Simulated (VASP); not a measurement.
# CdS (NiAs type) (P6_3/mmc) in VASP: further runs

CdS (NiAs type) is run at these levels: PBE; tasks: relaxation of cell and atoms, single point.

Everything below comes from runs of VASP 6.6.1. Logs are shortened: lines on timing, memory, paths and dates and some standing lists are left out, and cuts for length are marked.

## Step 1: The cell of the first run

It takes space group P6_3/mmc (No. 194, hexagonal). Conventional cell: a = 3.639 Å, b = 3.639 Å, c = 5.641 Å, α = 90.00°, β = 90.00°, γ = 120.00°. Cd (site symmetry -3m) has 6 S at 2.53 Å and 2 Cd at 2.82 Å within 3.3 Å. S (site symmetry -6m2) has 6 Cd at 2.53 Å within 3.3 Å.

## Step 2: Relaxation of cell and atoms, PBE, target pressure 32 GPa, at which the enthalpy is minimised

Contents of INCAR:

```
SYSTEM = CdS
PREC = Accurate ; ENCUT = 600
EDIFF = 1E-7 ; ISMEAR = -1
SIGMA = 0.08 ; LREAL = .False.
LASPH = .True. ; NELM = 80
ALGO = Normal ; ISIF = 3
LWAVE = .False. ; LCHARG = .False.
GGA = PE ; IBRION = 2
NSW = 60 ; EDIFFG = -0.005
PSTRESS = 320.0
```

Contents of KPOINTS:

```
regular mesh
0
Gamma
  10 10 6
  0 0 0
```

Contents of POSCAR:

```
CdS
1.0
    3.6392830869      0.0000000000      0.0000000000
   -1.8196415434      3.1517116048      0.0000000000
    0.0000000000      0.0000000000      5.6408887847
Cd S
2 2
Direct
    0.0000000000      0.0000000000      0.0000000000
    0.0000000000      0.0000000000      0.5000000000
    0.3333333333      0.6666666667      0.2500000000
    0.6666666667      0.3333333333      0.7500000000
```

Potentials or basis: VASP PAW PBE potentials, release 64 (Cd, S).

Command:

```console
cat potpaw_PBE.64/Cd/POTCAR potpaw_PBE.64/S/POTCAR > POTCAR
mpirun -np 1 vasp_std > vasp.out
```

OUTCAR:

```text
SYSTEM = CdS
   PREC = Accurate
   ENCUT = 600
   EDIFF = 1E-7
   ISMEAR = -1
   LREAL = .False.
   LASPH = .True.
   NELM = 80
   ISIF = 3
   GGA = PE
   IBRION = 2
   NSW = 60
   EDIFFG = -0.005
   PSTRESS = 320.0

 ion  position               nearest neighbor table
   1  0.000  0.000  0.000-   3 2.53   4 2.53   3 2.53   4 2.53   4 2.53   3 2.53   2 2.82   2 2.82

   2  0.000  0.000  0.500-   3 2.53   4 2.53   3 2.53   4 2.53   4 2.53   3 2.53   1 2.82   1 2.82

   3  0.333  0.667  0.250-   1 2.53   2 2.53   1 2.53   2 2.53   1 2.53   2 2.53
   4  0.667  0.333  0.750-   1 2.53   2 2.53   1 2.53   2 2.53   1 2.53   2 2.53

  LATTYP: Found a hexagonal cell.
 ALAT       =     3.6392830869
 C/A-ratio  =     1.5500000000

  Lattice vectors:

 A1 = (   3.6392830869,   0.0000000000,   0.0000000000)
 A2 = (  -1.8196415434,   3.1517116048,   0.0000000000)
 A3 = (   0.0000000000,   0.0000000000,   5.6408887847)

Analysis of symmetry for initial positions (statically):
=====================================================================
 Subroutine PRICEL returns:
 Original cell was already a primitive cell.

 Routine SETGRP: Setting up the symmetry group for a
 hexagonal supercell.

 Subroutine GETGRP returns: Found 24 space group operations
 (whereof 12 operations were pure point group operations)
 out of a pool of 24 trial point group operations.

The static configuration has the point symmetry D_3d.
 The point group associated with its full space group is D_6h.

Analysis of symmetry for dynamics (positions and initial velocities):
=====================================================================
 Subroutine PRICEL returns:
 Original cell was already a primitive cell.

 Routine SETGRP: Setting up the symmetry group for a
 hexagonal supercell.

 Subroutine GETGRP returns: Found 24 space group operations
 (whereof 12 operations were pure point group operations)
 out of a pool of 24 trial point group operations.

The dynamic configuration has the point symmetry D_3d.
 The point group associated with its full space group is D_6h.

 Subroutine INISYM returns: Found 24 space group operations
 (whereof 12 operations are pure point group operations),
 and found     1 'primitive' translations

----------------------------------------------------------------------------------------

                                     Primitive cell

  volume of cell :      64.7008

  direct lattice vectors                    reciprocal lattice vectors
     3.639283087  0.000000000  0.000000000     0.274779394  0.158643957  0.000000000
    -1.819641543  3.151711605  0.000000000     0.000000000  0.317287914  0.000000000
     0.000000000  0.000000000  5.640888785     0.000000000  0.000000000  0.177277028

  length of vectors
     3.639283087  3.639283087  5.640888785     0.317287914  0.317287914  0.177277028

  position of ions in fractional coordinates (direct lattice)
     0.000000000  0.000000000  0.000000000
     0.000000000  0.000000000  0.500000000
     0.333333333  0.666666667  0.250000000
     0.666666667  0.333333333  0.750000000

  ion indices of the primitive-cell ions
   primitive index   ion index
                 1           1
                 2           2
                 3           3
                 4           4

----------------------------------------------------------------------------------------

 KPOINTS: regular mesh

Automatic generation of k-mesh.
 Grid dimensions read from file:
 generate k-points for:   10   10    6

 Generating k-lattice:

  Cartesian coordinates                     Fractional coordinates (reciprocal lattice)
     0.027477939  0.015864396  0.000000000     0.100000000  0.000000000  0.000000000
     0.000000000  0.031728791  0.000000000     0.000000000  0.100000000  0.000000000
     0.000000000  0.000000000  0.029546171     0.000000000  0.000000000  0.166666667

  Length of vectors
     0.031728791  0.031728791  0.029546171

  Shift w.r.t. Gamma in fractional coordinates (k-lattice)
     0.000000000  0.000000000  0.000000000

 Subroutine IBZKPT returns following result:
 ===========================================

 Found     56 irreducible k-points:

 Following reciprocal coordinates:
            Coordinates               Weight
  0.000000  0.000000  0.000000      1.000000
  0.100000 -0.000000  0.000000      6.000000
  0.200000 -0.000000  0.000000      6.000000
  0.300000 -0.000000  0.000000      6.000000
  0.400000  0.000000  0.000000      6.000000
  0.500000 -0.000000  0.000000      3.000000
[... 16 lines left out ...]
  0.300000  0.100000  0.166667     24.000000
  0.400000  0.100000  0.166667     24.000000
 [... further k-points ...]
   k-points           NKPTS =     56   k-points in BZ     NKDIM =     56   number of bands    NBANDS=     22
   number of dos      NEDOS =    301   number of ions     NIONS =      4
   total plane-waves  NPLWV =  43200
   dimension x,y,z NGX =    30 NGY =   30 NGZ =   48
   dimension x,y,z NGXF=    60 NGYF=   60 NGZF=   96
   ions per type =               2   2
   NGX,Y,Z   is equivalent  to a cutoff of  13.70, 13.70, 14.15 a.u.
   NGXF,Y,Z  is equivalent  to a cutoff of  27.41, 27.41, 28.29 a.u.
 SYSTEM =  CdS
   PREC   = accura    normal or accurate (medium, high low for compatibility)
   ISTART =      0    job   : 0-new  1-cont  2-samecut
   ICHARG =      2    charge: 1-file 2-atom 10-const
   ISPIN  =      1    spin polarized calculation?
   LNONCOLLINEAR =      F non collinear calculations
   LSORBIT =      F    spin-orbit coupling
   LASPH  =      T    aspherical Exc in radial PAW
   ENCUT  =  600.0 eV  44.10 Ry    6.64 a.u.   7.27  7.27 11.27*2*pi/ulx,y,z
   NELM   =     80;   NELMIN=  2; NELMDL= -5     # of ELM steps
   EDIFF  = 0.1E-06   stopping-criterion for ELM
   LREAL  =      F    real-space projection
   EDIFFG = -.5E-02   stopping-criterion for IOM
   NSW    =     60    number of steps for IOM
   IBRION =      2    ionic relax: 0-MD 1-quasi-New 2-CG
   NFREE  =      1    steps in history (QN), initial steepest desc. (CG)
   ISIF   =      3    stress and relaxation
   ISYM   =      2    0-nonsym 1-usesym 2-fastsym
   POTIM  = 0.5000    time-step for ionic-motion
   TEBEG  =    0.0;   TEEND  =   0.0 temperature during run
   PSTRESS=  320.0 pullay stress
   NELECT =      36.0000    total number of electrons
   NUPDOWN=      -1.0000    fix difference up-down
   EMIN   =  10.00;   EMAX   =-10.00  energy-range for DOS
   EFERMI =   0.00;   METHOD = LEGACY
   ISMEAR =    -1;   SIGMA  =   0.08  broadening in eV -4-tet -1-fermi 0-gaus
   EFERMI_NEDOS =   21; number of points for ismear=-14 and -15
   IALGO  =     38    algorithm
   IMIX   =      4    mixing-type and parameters
     AMIX     =   0.40;   BMIX     =  1.00
     AMIX_MAG =   1.60;   BMIX_MAG =  1.00
  volume/ion in A,a.u.               =      16.18       109.16
  Fermi-wavevector in a.u.,A,eV,Ry     =   1.346498  2.544512 24.668137  1.813057
  Thomas-Fermi vector in A             =   2.474325
   LORBIT       =      0    0 simple, 1 ext, 2 COOP (PROOUT), +10 PAW based schemes
   GGA     = PE    functional components
   LHFCALC =     F    Hartree Fock is set to
   AEXX    =    0.0000 exact exchange contribution
   IVDW    =     0    specifies the selected vdW correction
   LEPSILON=     F    determine dielectric tensor
   LRPA    =     F    only Hartree local field effects (RPA)
 conjugate gradient relaxation of ions
 non-spin polarized calculation
  energy-cutoff  :      600.00
  volume of cell :       64.70
 maximum number of plane-waves:      2189
 NGX is ok and might be reduce to    30
   NGX = 15   NGY = 15   NGZ = 23

--------------------------------------- Ionic step        1  -------------------------------------------

 number of electron      36.0000014 magnetization

 Free energy of the ion-electron system (eV)
  ---------------------------------------------------
  ext. energy  EPLUGINS =         0.00000000
  ---------------------------------------------------
  free energy    TOTEN  =        -9.66820614 eV

  energy without entropy =       -9.66819703  energy(sigma->0) =       -9.66820159

------------------------ aborting loop because EDIFF is reached ----------------------------------------

  FORCE on cell =-STRESS in cart. coord.  units (eV):
  Direction    XX          YY          ZZ          XY          YZ          ZX
  --------------------------------------------------------------------------------------
  -------------------------------------------------------------------------------------
  Total       13.6575371     13.6575371     18.1032210      0.0000000      0.0000000      0.0000000
  in kB      338.1996279    338.1996279    448.2874586      0.0000000      0.0000000      0.0000000
  external PRESSURE =      54.8955715 kB  Pullay stress =     320.0000000 kB
[... 265 lines left out ...]
  enthalpy is  TOTEN    =         3.0615388542 eV   P V=       13.1850482696

--------------------------------------- Ionic step        8  -------------------------------------------

 number of electron      35.9999991 magnetization

 Free energy of the ion-electron system (eV)
  ---------------------------------------------------
  ext. energy  EPLUGINS =         0.00000000
  ---------------------------------------------------
  free energy    TOTEN  =       -10.09278232 eV

  energy without entropy =      -10.09254762  energy(sigma->0) =      -10.09266497

 E-fermi :   5.9809     XC(G=0): -11.5033

 val. band max:        5.5587703139   @ k =   0.0000   0.0000   0.0000
 cond. band min:       6.3407058946   @ k =   0.3000   0.3000   0.0000
 fundamental gap:      0.7819355807
 Fermi energy:         5.9808855225

 k-point     1 :       0.0000    0.0000    0.0000
  band No.  band energies     occupation
      1      -9.2708      2.00000
      2      -7.6601      2.00000
      3      -3.5611      2.00000
      4      -3.5544      2.00000
      5      -3.5544      2.00000
      6      -3.5486      2.00000
[... 574 lines left out ...]
      6      -3.3698      2.00000
[... 14 lines left out ...]
     21      10.0628      0.00000
     22      11.4231      0.00000

 [... further k-points ...]

------------------------ aborting loop because EDIFF is reached ----------------------------------------

  FORCE on cell =-STRESS in cart. coord.  units (eV):
  Direction    XX          YY          ZZ          XY          YZ          ZX
  --------------------------------------------------------------------------------------
  -------------------------------------------------------------------------------------
  Total       13.1611978     13.1611978     13.1562512      0.0000000      0.0000000     -0.0000000
  in kB      320.1744962    320.1744962    320.0541588      0.0000000      0.0000000     -0.0000000
  external PRESSURE =       0.1343837 kB  Pullay stress =     320.0000000 kB
[... 19 lines left out ...]
  FREE ENERGIE OF THE ION-ELECTRON SYSTEM (eV)
  ---------------------------------------------------
  free  energy   TOTEN  =       -10.0927823195 eV

  energy  without entropy=      -10.0925476212  energy(sigma->0) =      -10.09266497

  enthalpy is  TOTEN    =         3.0612425766 eV   P V=       13.1540248961

 reached required accuracy - stopping structural energy minimisation
```

Run time: 7.7 min. Hardware: 1 thread of AMD EPYC 7R43 (Zen 3), shared host; peak memory 0.23 GiB.

What came out:

| Item | Value |
| --- | --- |
| Free energy | -10.0928 eV |
| Relaxed volume | 16.46 Å³/atom |
| Relaxed cell | a = 3.521 Å, b = 3.521 Å, c = 6.133 Å, α = 90.00°, β = 90.00°, γ = 120.00° |
| Space group after relaxing (to 0.1 Å) | P6_3/mmc (No. 194) |
| Energy change on relaxing (the run minimises the enthalpy) | -106.1 meV/atom |
| Ionic steps | 8 |
| Pressure after relaxing | 32.0 GPa |
| Band gap on the k mesh | 0.78 eV (least direct gap 1.65 eV) |

Step by step:
```
step  energy change (eV)  largest force (eV/Å)  pressure (GPa)  volume (Å³)
   1              0.0000                0.0000           37.49        64.70
   2             -1.0665                0.0000           21.75        69.97
   3             -0.6229                0.0000           28.66        67.40
   4             -0.5224                0.0000           30.78        66.43
   5             -0.4170                0.0000           32.17        65.82
   6             -0.4091                0.0000           32.27        65.78
   7             -0.4553                0.0000           31.51        66.01
   8             -0.4246                0.0000           32.01        65.86
```

Final structure:
```xyz
4
Lattice="3.5214 0.0000 0.0000 -1.7607 3.0496 0.0000 0.0000 0.0000 6.1329" Properties=species:S:1:pos:R:3 pbc="T T T"
Cd    3.5214    0.0000    0.0000
Cd    3.5214    0.0000    3.0665
S     0.0000    2.0331    1.5332
S     1.7607    1.0165    4.5997
```

Levels at points of the mesh, in eV from the valence-band top:
```
           k point  band 14  band 15  band 16  band 17  band 18  band 19  band 20  band 21  band 22
(0.00, 0.00, 0.00)    -1.92    -1.31    -1.31     0.00     0.00     1.65     3.46     6.64     6.64
(0.50, 0.00, 0.00)    -5.17    -4.68    -3.06    -2.09    -0.14     2.77     3.49     3.96     5.60
(0.00, 0.00, 0.50)    -4.72    -0.61    -0.61    -0.61    -0.61     4.00     4.00     6.81     6.81
(0.50, 0.00, 0.50)    -6.04    -1.94    -1.94    -1.77    -1.77     1.78     1.78     5.39     5.39
```

Caveat: the cell is relaxed towards a set pressure, so the run minimises the enthalpy, not the energy.

## Step 3: Single point, PBE

This run uses another cell than the first one, of 16.37 Å³/atom.

Contents of INCAR:

```
  ALGO = Normal
  EDIFF = 1E-6
  ENCUT = 520
  GGA = PE
  ISIF = 2
  ISMEAR = -1
  LASPH = T
  LCHARG = F
  LREAL = F
  LWAVE = F
  NBANDS = 26
  NELM = 80
  PREC = Accurate
  SIGMA = 0.08
```

Contents of KPOINTS:

```
k-points
0
Gamma
  10 10 6
```

Contents of POSCAR:

```
CdS
1.0
    3.5155554247      0.0000000000      0.0000000000
   -1.7577777123      3.0445603062      0.0000000000
    0.0000000000      0.0000000000      6.1187108628
Cd S
2 2
Direct
    0.0000000000      0.0000000000      0.0000000000
    0.0000000000      0.0000000000      0.5000000000
    0.3333333333      0.6666666667      0.2500000000
    0.6666666667      0.3333333333      0.7500000000
```

Potentials or basis: VASP PAW PBE potentials, release 64 (Cd, S).

Command:

```console
cat potpaw_PBE.64/Cd/POTCAR potpaw_PBE.64/S/POTCAR > POTCAR
mpirun -np 1 vasp_std > vasp.out
```

Run time: 2.2 min. Hardware: 1 thread of Intel Xeon 8259CL, shared host; peak memory 0.23 GiB.

The run converged. Its results:

| Quantity | Value |
| --- | --- |
| Free energy | -10.0179 eV |
| Pressure | 33.2 GPa |
| Band gap on the k mesh | 0.78 eV (least direct gap 1.69 eV) |

Stress tensor (GPa, compression positive):
```
33.15  0.00  0.00
 0.00 33.15  0.00
 0.00  0.00 33.33
```

Levels at points of the mesh, in eV from the valence-band top:
```
           k point  band 16  band 17  band 18  band 19  band 20  band 21
(0.00, 0.00, 0.00)    -1.32     0.00     0.00     1.69     3.44     6.63
(0.50, 0.00, 0.00)    -3.09    -2.10    -0.14     2.78     3.49     3.96
(0.00, 0.00, 0.50)    -0.62    -0.62    -0.62     4.02     4.02     6.82
(0.50, 0.00, 0.50)    -1.94    -1.79    -1.79     1.78     1.78     5.38
```

Caveat: the cell stands under pressure. A k mesh can miss the band edges.

[end of part 1 of 2]
